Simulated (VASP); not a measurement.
# SrAsPt (P6_3/mmc) in VASP: a series of runs

The runs below take SrAsPt through single point, relaxation of volume and atoms at fixed shape, with LDA.

All numbers are computed with VASP 6.6.1; they aren't measurements. Logs are shortened: lines on timing, memory, paths and dates and some standing lists are left out, and cuts for length are marked.

## 1. The cell of the first run

It takes space group P6_3/mmc (No. 194, hexagonal). Conventional cell: a = 4.189 Å, b = 4.189 Å, c = 8.918 Å, α = 90.00°, β = 90.00°, γ = 120.00°. Within 4.5 Å of Sr (site symmetry -3m) lie 6 Pt at 3.29 Å and 6 As at 3.29 Å and 8 Sr at 4.19 to 4.46 Å. Within 3.3 Å of As (site symmetry -6m2) lie 3 Pt at 2.42 Å and 6 Sr at 3.29 Å. Pt (site symmetry -6m2) has 3 As at 2.42 Å and 6 Sr at 3.29 Å within 3.3 Å.

## 2. Single point, LDA

Input file INCAR:

```
SYSTEM = SrAsPt
PREC = Accurate ; ENCUT = 520
EDIFF = 1E-6 ; ISMEAR = 1
SIGMA = 0.05 ; LREAL = .FALSE.
LASPH = .TRUE. ; NELM = 100
ALGO = Normal ; ISIF = 2
LWAVE = .FALSE. ; LCHARG = .TRUE.
LELF = .TRUE. ; LVHAR = .TRUE.
NBANDS = 34
```

Input file KPOINTS:

```
Automatic mesh
0
G
  6 6 3
  0 0 0
```

Input file POSCAR:

```
SrAsPt
1.0
    4.1891423888      0.0000028404      0.0000000000
   -2.0945736542      3.6279023086      0.0000000000
    0.0000000000      0.0000000000      8.9179473231
Sr As Pt
2 2 2
Direct
    0.0000000000      0.0000000000      0.5000000000
    0.0000000000      0.0000000000      0.0000000000
    0.3333333333      0.6666666667      0.7500000000
    0.6666666667      0.3333333333      0.2500000000
    0.3333333333      0.6666666667      0.2500000000
    0.6666666667      0.3333333333      0.7500000000
```

Potentials or basis: VASP PAW LDA potentials, release 64 (Sr_sv, As, Pt).

The run is started by

```bash
$ cat potpaw_LDA.64/Sr_sv/POTCAR potpaw_LDA.64/As/POTCAR potpaw_LDA.64/Pt/POTCAR > POTCAR
$ mpirun -np 1 vasp_std > vasp.out
```

OUTCAR:

```text
SYSTEM = SrAsPt
   PREC = Accurate
   ENCUT = 520
   EDIFF = 1E-6
   ISMEAR = 1
   LREAL = .FALSE.
   LASPH = .TRUE.
   NELM = 100
   ISIF = 2

 ion  position               nearest neighbor table
   1  0.000  0.000  0.500-   3 3.29   4 3.29   5 3.29   6 3.29   3 3.29   5 3.29   4 3.29   6 3.29
                             4 3.29   6 3.29   3 3.29   5 3.29   2 4.46   2 4.46
   2  0.000  0.000  0.000-   3 3.29   4 3.29   5 3.29   6 3.29   3 3.29   5 3.29   4 3.29   6 3.29
                             4 3.29   6 3.29   3 3.29   5 3.29   1 4.46   1 4.46
   3  0.333  0.667  0.750-   6 2.42   6 2.42   6 2.42   1 3.29   2 3.29   2 3.29   1 3.29   2 3.29
                             1 3.29
   4  0.667  0.333  0.250-   5 2.42   5 2.42   5 2.42   1 3.29   2 3.29   1 3.29   2 3.29   1 3.29
                             2 3.29
   5  0.333  0.667  0.250-   4 2.42   4 2.42   4 2.42   1 3.29   2 3.29   2 3.29   1 3.29   2 3.29
                             1 3.29
   6  0.667  0.333  0.750-   3 2.42   3 2.42   3 2.42   1 3.29   2 3.29   1 3.29   2 3.29   1 3.29
                             2 3.29

  LATTYP: Found a hexagonal cell.
 ALAT       =     4.1891423888
 C/A-ratio  =     2.1288241113

  Lattice vectors:

 A1 = (   4.1891423888,   0.0000028404,   0.0000000000)
 A2 = (  -2.0945736542,   3.6279023086,   0.0000000000)
 A3 = (   0.0000000000,   0.0000000000,   8.9179473231)

Analysis of symmetry for initial positions (statically):
=====================================================================
 Subroutine PRICEL returns:
 Original cell was already a primitive cell.

 Routine SETGRP: Setting up the symmetry group for a
 hexagonal supercell.

 Subroutine GETGRP returns: Found 24 space group operations
 (whereof 12 operations were pure point group operations)
 out of a pool of 24 trial point group operations.

The static configuration has the point symmetry D_3d.
 The point group associated with its full space group is D_6h.

Analysis of symmetry for dynamics (positions and initial velocities):
=====================================================================
 Subroutine PRICEL returns:
 Original cell was already a primitive cell.

 Routine SETGRP: Setting up the symmetry group for a
 hexagonal supercell.

 Subroutine GETGRP returns: Found 24 space group operations
 (whereof 12 operations were pure point group operations)
 out of a pool of 24 trial point group operations.

The dynamic configuration has the point symmetry D_3d.
 The point group associated with its full space group is D_6h.

 Subroutine INISYM returns: Found 24 space group operations
 (whereof 12 operations are pure point group operations),
 and found     1 'primitive' translations

----------------------------------------------------------------------------------------

                                     Primitive cell

  volume of cell :     135.5332

  direct lattice vectors                    reciprocal lattice vectors
     4.189142389  0.000002840  0.000000000     0.238712251  0.137820798  0.000000000
    -2.094573654  3.627902309  0.000000000    -0.000000187  0.275641272  0.000000000
     0.000000000  0.000000000  8.917947323     0.000000000  0.000000000  0.112133428

  length of vectors
     4.189142389  4.189142389  8.917947323     0.275641272  0.275641272  0.112133428

  position of ions in fractional coordinates (direct lattice)
     0.000000000  0.000000000  0.500000000
     0.000000000  0.000000000  0.000000000
     0.333333333  0.666666667  0.750000000
     0.666666667  0.333333333  0.250000000
     0.333333333  0.666666667  0.250000000
     0.666666667  0.333333333  0.750000000

  ion indices of the primitive-cell ions
   primitive index   ion index
                 1           1
                 2           2
                 3           3
                 4           4
                 5           5
                 6           6

----------------------------------------------------------------------------------------

 KPOINTS: Automatic mesh

Automatic generation of k-mesh.
 Grid dimensions read from file:
 generate k-points for:    6    6    3

 Generating k-lattice:

  Cartesian coordinates                     Fractional coordinates (reciprocal lattice)
     0.039785375  0.022970133  0.000000000     0.166666667  0.000000000  0.000000000
    -0.000000031  0.045940212  0.000000000     0.000000000  0.166666667  0.000000000
     0.000000000  0.000000000  0.037377809     0.000000000  0.000000000  0.333333333

  Length of vectors
     0.045940212  0.045940212  0.037377809

  Shift w.r.t. Gamma in fractional coordinates (k-lattice)
     0.000000000  0.000000000  0.000000000

 Subroutine IBZKPT returns following result:
 ===========================================

 Found     14 irreducible k-points:

 Following reciprocal coordinates:
            Coordinates               Weight
  0.000000  0.000000  0.000000      1.000000
  0.166667 -0.000000  0.000000      6.000000
  0.333333 -0.000000  0.000000      6.000000
  0.500000  0.000000  0.000000      3.000000
  0.166667  0.166667  0.000000      6.000000
  0.333333  0.166667  0.000000     12.000000
  0.333333  0.333333  0.000000      2.000000
  0.000000  0.000000  0.333333      2.000000
  0.166667 -0.000000  0.333333     12.000000
  0.333333 -0.000000  0.333333     12.000000
  0.500000  0.000000  0.333333      6.000000
  0.166667  0.166667  0.333333     12.000000
  0.333333  0.166667  0.333333     24.000000
  0.333333  0.333333  0.333333      4.000000
   k-points           NKPTS =     14   k-points in BZ     NKDIM =     14   number of bands    NBANDS=     34
   number of dos      NEDOS =    301   number of ions     NIONS =      6
   total plane-waves  NPLWV =  71680
   dimension x,y,z NGX =    32 NGY =   32 NGZ =   70
   dimension x,y,z NGXF=    64 NGYF=   64 NGZF=  140
   ions per type =               2   2   2
   NGX,Y,Z   is equivalent  to a cutoff of  12.70, 12.70, 13.05 a.u.
   NGXF,Y,Z  is equivalent  to a cutoff of  25.40, 25.40, 26.10 a.u.
 SYSTEM =  SrAsPt
   PREC   = accura    normal or accurate (medium, high low for compatibility)
   ISTART =      0    job   : 0-new  1-cont  2-samecut
   ICHARG =      2    charge: 1-file 2-atom 10-const
   ISPIN  =      1    spin polarized calculation?
   LNONCOLLINEAR =      F non collinear calculations
   LSORBIT =      F    spin-orbit coupling
   LASPH  =      T    aspherical Exc in radial PAW
   ENCUT  =  520.0 eV  38.22 Ry    6.18 a.u.   7.79  7.79 16.58*2*pi/ulx,y,z
   NELM   =    100;   NELMIN=  2; NELMDL= -5     # of ELM steps
   EDIFF  = 0.1E-05   stopping-criterion for ELM
   LREAL  =      F    real-space projection
   EDIFFG = 0.1E-04   stopping-criterion for IOM
   NSW    =      0    number of steps for IOM
   IBRION =     -1    ionic relax: 0-MD 1-quasi-New 2-CG
   NFREE  =      0    steps in history (QN), initial steepest desc. (CG)
   ISIF   =      2    stress and relaxation
   ISYM   =      2    0-nonsym 1-usesym 2-fastsym
   POTIM  = 0.5000    time-step for ionic-motion
   TEBEG  =    0.0;   TEEND  =   0.0 temperature during run
   PSTRESS=    0.0 pullay stress
   NELECT =      50.0000    total number of electrons
   NUPDOWN=      -1.0000    fix difference up-down
   EMIN   =  10.00;   EMAX   =-10.00  energy-range for DOS
   EFERMI =   0.00;   METHOD = LEGACY
   ISMEAR =     1;   SIGMA  =   0.05  broadening in eV -4-tet -1-fermi 0-gaus
   EFERMI_NEDOS =   21; number of points for ismear=-14 and -15
   IALGO  =     38    algorithm
   IMIX   =      4    mixing-type and parameters
     AMIX     =   0.40;   BMIX     =  1.00
     AMIX_MAG =   1.60;   BMIX_MAG =  1.00
  volume/ion in A,a.u.               =      22.59       152.44
  Fermi-wavevector in a.u.,A,eV,Ry     =   1.174130  2.218784 18.756741  1.378582
  Thomas-Fermi vector in A             =   2.310532
   LORBIT       =      0    0 simple, 1 ext, 2 COOP (PROOUT), +10 PAW based schemes
   GGA     = CA    functional components
   LHFCALC =     F    Hartree Fock is set to
   AEXX    =    0.0000 exact exchange contribution
   IVDW    =     0    specifies the selected vdW correction
   LEPSILON=     F    determine dielectric tensor
   LRPA    =     F    only Hartree local field effects (RPA)
 non-spin polarized calculation
 Methfessel and Paxton  Order N= 1 SIGMA  =   0.05
  energy-cutoff  :      520.00
  volume of cell :      135.53
 maximum number of plane-waves:      3699
 NGX is ok and might be reduce to    32
   NGX = 15   NGY = 15   NGZ = 33

 number of electron      49.9999998 magnetization

 Free energy of the ion-electron system (eV)
  ---------------------------------------------------
  ext. energy  EPLUGINS =         0.00000000
  ---------------------------------------------------
  free energy    TOTEN  =       -35.64362071 eV

  energy without entropy =      -35.63969319  energy(sigma->0) =      -35.64231154

 E-fermi :   5.1941     XC(G=0): -10.6225

 val. band max:        5.1869329918   @ k =   0.3333   0.3333   0.0000
 cond. band min:       5.2228452605   @ k =   0.1667   0.1667   0.3333
 fundamental gap:      0.0359122687
 Fermi energy:         5.1940807133

 k-point     1 :       0.0000    0.0000    0.0000
  band No.  band energies     occupation
      1     -29.3360      2.00000
      2     -29.3312      2.00000
      3     -11.7305      2.00000
      4     -11.4978      2.00000
      5     -11.4354      2.00000
      6     -11.4354      2.00000
[... 26 lines left out ...]
     33       9.3790      0.00000
     34       9.3790      0.00000

 k-point     2 :       0.1667   -0.0000    0.0000
  band No.  band energies     occupation
      1     -29.3321      2.00000
      2     -29.3277      2.00000
      3     -11.6908      2.00000
      4     -11.5121      2.00000
      5     -11.4903      2.00000
      6     -11.4834      2.00000
[... 26 lines left out ...]
     33       9.8752      0.00000
     34      10.2320      0.00000

 k-point     3 :       0.3333   -0.0000    0.0000
  band No.  band energies     occupation
      1     -29.3243      2.00000
      2     -29.3206      2.00000
      3     -11.6546      2.00000
      4     -11.6127      2.00000
      5     -11.6006      2.00000
      6     -11.4750      2.00000
[... 26 lines left out ...]
     33      10.1115      0.00000
     34      10.5925      0.00000

 k-point     4 :       0.5000    0.0000    0.0000
  band No.  band energies     occupation
      1     -29.3204      2.00000
      2     -29.3171      2.00000
      3     -11.7205      2.00000
      4     -11.6572      2.00000
      5     -11.5751      2.00000
      6     -11.4881      2.00000
[... 26 lines left out ...]
     33      10.9362      0.00000
     34      11.0785      0.00000

 k-point     5 :       0.1667    0.1667    0.0000
  band No.  band energies     occupation
      1     -29.3263      2.00000
      2     -29.3224      2.00000
      3     -11.6327      2.00000
      4     -11.6058      2.00000
      5     -11.5606      2.00000
      6     -11.4828      2.00000
[... 251 lines left out ...]
 k-point    12 :       0.1667    0.1667    0.3333
  band No.  band energies     occupation
      1     -29.3253      2.00000
      2     -29.3234      2.00000
      3     -11.6058      2.00000
      4     -11.5991      2.00000
      5     -11.5608      2.00000
      6     -11.5124      2.00000
[... 26 lines left out ...]
     33      10.4689      0.00000
     34      10.6900      0.00000

 k-point    13 :       0.3333    0.1667    0.3333
  band No.  band energies     occupation
      1     -29.3196      2.00000
      2     -29.3179      2.00000
      3     -11.6693      2.00000
      4     -11.6425      2.00000
      5     -11.5485      2.00000
      6     -11.5237      2.00000
[... 26 lines left out ...]
     33      10.6321      0.00000
     34      11.3837      0.00000

 k-point    14 :       0.3333    0.3333    0.3333
  band No.  band energies     occupation
      1     -29.3177      2.00000
      2     -29.3161      2.00000
      3     -11.6159      2.00000
      4     -11.6159      2.00000
      5     -11.5976      2.00000
      6     -11.5976      2.00000
[... 26 lines left out ...]
     33      10.5227      0.00000
     34      10.8406      0.00000

------------------------ aborting loop because EDIFF is reached ----------------------------------------

  FORCE on cell =-STRESS in cart. coord.  units (eV):
  Direction    XX          YY          ZZ          XY          YZ          ZX
  --------------------------------------------------------------------------------------
  -------------------------------------------------------------------------------------
  Total        0.9892452      0.9892452     -1.0658137      0.0000000      0.0000000      0.0000000
  in kB       11.6941520     11.6941520    -12.5992911      0.0000000      0.0000000      0.0000000
  external PRESSURE =       3.5963376 kB  Pullay stress =       0.0000000 kB

 VOLUME and BASIS-vectors are now :
 -----------------------------------------------------------------------------
  energy-cutoff  :      520.00
  volume of cell :      135.53
      direct lattice vectors                 reciprocal lattice vectors
     4.189142389  0.000002840  0.000000000     0.238712251  0.137820798  0.000000000
    -2.094573654  3.627902309  0.000000000    -0.000000187  0.275641272  0.000000000
     0.000000000  0.000000000  8.917947323     0.000000000  0.000000000  0.112133428

 POSITION                                       TOTAL-FORCE (eV/Angst)
 -----------------------------------------------------------------------------------
      0.00000      0.00000      4.45897        -0.000000     -0.000000      0.000000
      0.00000      0.00000      0.00000        -0.000000     -0.000000      0.000000
     -0.00000      2.41860      6.68846         0.000000     -0.000000      0.000000
      2.09457      1.20930      2.22949        -0.000000      0.000000      0.000000
     -0.00000      2.41860      2.22949         0.000000     -0.000000     -0.000000
      2.09457      1.20930      6.68846        -0.000000     -0.000000      0.000000
 -----------------------------------------------------------------------------------
    total drift:                                0.000000      0.000000      0.000000

  FREE ENERGIE OF THE ION-ELECTRON SYSTEM (eV)
  ---------------------------------------------------
  free  energy   TOTEN  =       -35.6436207138 eV

  energy  without entropy=      -35.6396931909  energy(sigma->0) =      -35.64231154
```

It took 81 s on 1 thread of Intel Xeon 8259CL, shared host; peak memory 0.25 GiB.

What came out:

* Free energy: -35.6436 eV
* Pressure: 0.4 GPa
* Band gap on the k mesh: zero (bands 25 and 26 overlap by 1.91 eV)

Stress tensor (GPa, compression positive):
```
 1.17  0.00  0.00
 0.00  1.17  0.00
 0.00  0.00 -1.26
```

Levels at points of the mesh, in eV from the Fermi level:
```tsv
k point	band 22	band 23	band 24	band 25	band 26	band 27	band 28	band 29
(0.00, 0.00, 0.00)	-1.48	1.15	1.48	1.48	1.77	2.50	2.71	2.71
(0.50, 0.00, 0.00)	-2.53	-1.29	-0.61	-0.25	-0.17	0.70	2.21	4.11
```

Caveat: spin-orbit coupling is left out, which moves the levels of the heavy elements.

## 3. Relaxation of volume and atoms at fixed shape, LDA

This run uses another cell than the first one, of 23.71 Å³/atom.

Input file INCAR:

```
SYSTEM = SrAsPt
ALGO = Normal
EDIFF = 1E-6
EDIFFG = -0.03
ENCUT = 600
IBRION = 2
ISIF = 8
ISMEAR = 1
LASPH = .TRUE.
LCHARG = .FALSE.
LREAL = .FALSE.
LWAVE = .FALSE.
NELM = 80
NSW = 80
PREC = Accurate
SIGMA = 0.05
```

Input file KPOINTS:

```
k-points
0
G
  6 6 3
  0 0 0
```

Changes to POSCAR since step 2:

```diff
@@ -2,5 +2,5 @@
 1.0
-    4.1891423888      0.0000028404      0.0000000000
-   -2.0945736542      3.6279023086      0.0000000000
-    0.0000000000      0.0000000000      8.9179473231
+    4.2575100000      0.0000000000      0.0000000000
+   -2.1287600000      3.6871200000      0.0000000000
+    0.0000000000      0.0000000000      9.0635000000
 Sr As Pt
```

Potentials or basis: VASP PAW LDA potentials, release 64 (Sr_sv, As, Pt).

The run is started by

```bash
$ cat potpaw_LDA.64/Sr_sv/POTCAR potpaw_LDA.64/As/POTCAR potpaw_LDA.64/Pt/POTCAR > POTCAR
$ mpirun -np 1 vasp_std > vasp.out
```

It took 4 min on 1 thread of Intel Xeon 8259CL, shared host; peak memory 0.29 GiB.

It converged, with:

```yaml
Free_energy: -35.6451 eV
Relaxed_volume: 22.70 Å³/atom
Relaxed_cell: a = 4.196 Å, b = 4.196 Å, c = 8.933 Å, α = 90.00°, β = 90.00°, γ = 120.00°
Space_group_after_relaxing_to_0.1_Å: P6_3/mmc (No. 194)
Energy_gained_by_relaxing: 11.9 meV/atom
Ionic_steps: 3
Pressure_after_relaxing: 0.0 GPa
Band_gap_on_the_k_mesh: zero (bands 25 and 26 overlap by 1.90 eV)
```

Stress tensor (GPa, compression positive):
```
 0.68  0.00  0.00
 0.00  0.68  0.00
 0.00  0.00 -1.50
```

Step by step:
```
step  energy change (eV)  largest force (eV/Å)  pressure (GPa)  volume (Å³)
   1              0.0000                0.0000           -3.61       142.28
   2             -0.0228                0.0000            3.53       131.57
   3             -0.0713                0.0000           -0.05       136.22
```

Final structure:
```cif
data_structure
_symmetry_space_group_name_H-M 'P 1'
_symmetry_Int_Tables_number 1
_cell_length_a 4.1962
_cell_length_b 4.1962
_cell_length_c 8.9329
_cell_angle_alpha 90.000
_cell_angle_beta 90.000
_cell_angle_gamma 120.000
_cell_volume 136.22
loop_
_atom_site_label
_atom_site_type_symbol
_atom_site_fract_x
_atom_site_fract_y
_atom_site_fract_z
_atom_site_occupancy
Sr1 Sr 0.00000 0.00000 0.50000 1
Sr2 Sr 0.00000 0.00000 0.00000 1
As1 As 0.33333 0.66667 0.75000 1
As2 As 0.66667 0.33333 0.25000 1
Pt1 Pt 0.33333 0.66667 0.25000 1
Pt2 Pt 0.66667 0.33333 0.75000 1
```

Levels at points of the mesh, in eV from the Fermi level:
```
           k point  band 21  band 22  band 23  band 24  band 25  band 26  band 27  band 28  band 29  band 30
(0.00, 0.00, 0.00)    -2.33    -1.47     1.13     1.48     1.48     1.75     2.49     2.69     2.69     3.82
(0.50, 0.00, 0.00)    -2.75    -2.52    -1.28    -0.61    -0.25    -0.17     0.71     2.21     4.10     4.15
```

Caveat: spin-orbit coupling is left out, which moves the levels of the heavy elements.
